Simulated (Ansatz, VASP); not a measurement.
# Two plane-wave programs on ScBi2

POSCAR

```
ScBi2
1.0
    0.0000000000      4.3363015035      4.3363015035
    4.3363015035      0.0000000000      4.3363015035
    4.3363015035      4.3363015035      0.0000000000
Sc Bi
2 4
Direct
    0.0000000000      0.0000000000      0.0000000000
    0.2500000000      0.2500000000      0.2500000000
    0.6250000000      0.6250000000      0.6250000000
    0.1250000000      0.6250000000      0.6250000000
    0.6250000000      0.6250000000      0.1250000000
    0.6250000000      0.1250000000      0.6250000000
```

File INCAR.step1:

```
SYSTEM = ScBi2
ALGO = Normal
EDIFF = 1E-4
ENCUT = 600
GGA = PE
ISMEAR = 0
LASPH = .TRUE.
LCHARG = .FALSE.
LREAL = .FALSE.
LWAVE = .TRUE.
NELM = 80
PREC = Accurate
SIGMA = 0.1
```

File INCAR.step2:

```
SYSTEM = ScBi2
ALGO = Normal
EDIFF = 1E-6
EDIFFG = -0.04
ENCUT = 600
IBRION = 2
ISIF = 3
ISMEAR = 0
ISTART = 1
LASPH = .TRUE.
LCHARG = .FALSE.
LMIXTAU = .TRUE.
LREAL = .FALSE.
LWAVE = .FALSE.
METAGGA = R2SCAN
NELM = 80
NSW = 90
PREC = Accurate
SIGMA = 0.1
```

KPOINTS

```
k-points
0
G
  4 4 4
  0 0 0
```

Input for Ansatz:

```yaml
crystal:
  lattice:
    - [0.0, 4.3363015035, 4.3363015035]
    - [4.3363015035, 0.0, 4.3363015035]
    - [4.3363015035, 4.3363015035, 0.0]
  atoms:
    - { symbol: Sc, position: [0.0, 0.0, 0.0] }
    - { symbol: Sc, position: [0.25, 0.25, 0.25] }
    - { symbol: Bi, position: [0.625, 0.625, 0.625] }
    - { symbol: Bi, position: [0.125, 0.625, 0.625] }
    - { symbol: Bi, position: [0.625, 0.625, 0.125] }
    - { symbol: Bi, position: [0.625, 0.125, 0.625] }
basis:
  ecutwfc: 500
kpoints:
  mp_grid: { grid: [4, 4, 4] }
hamiltonian:
  xc: r2scan
scf:
  occupations: { method: gaussian, width: 0.1 }
  lower_state_search: "off"
output:
  forces: true
  stress: true
  eigenvalues: true
relax:
  adjacent_minimum: "off"
  f_tol: 0.04
  max_steps: 70
  cell: { stress_tol: 0.4 }
```

Alike in both runs: task relaxation of cell and atoms; functional r2SCAN; k mesh 4 × 4 × 4; occupations gaussian, width 0.1 eV; no spin polarisation.

|  | VASP | Ansatz |
| --- | --- | --- |
| version | VASP 6.6.1 | Ansatz 0.2.0 |
| potentials or method | VASP PAW PBE potentials, release 64 (Sc_sv, Bi_d), cutoff 600 eV | scalar-relativistic, plane waves, PAW |
| valence electrons in the cell | 82 | 82 |

|  | VASP | Ansatz | Ansatz less VASP |
| --- | --- | --- | --- |
| gap on the k mesh at the Fermi level, each at its own relaxed structure (eV) | none | none | - |
| relaxed volume (Å³/atom) | 30.77 | 30.84 | +0.074 |
| relaxed cell length with the largest relative difference (Å) | 6.391 | 6.396 | +0.0051 |

VASP's potentials were made for PBE, not for r2SCAN. A gap of «none» marks a metal or a gap that the smearing closes.

Neither program's run includes spin-orbit coupling.
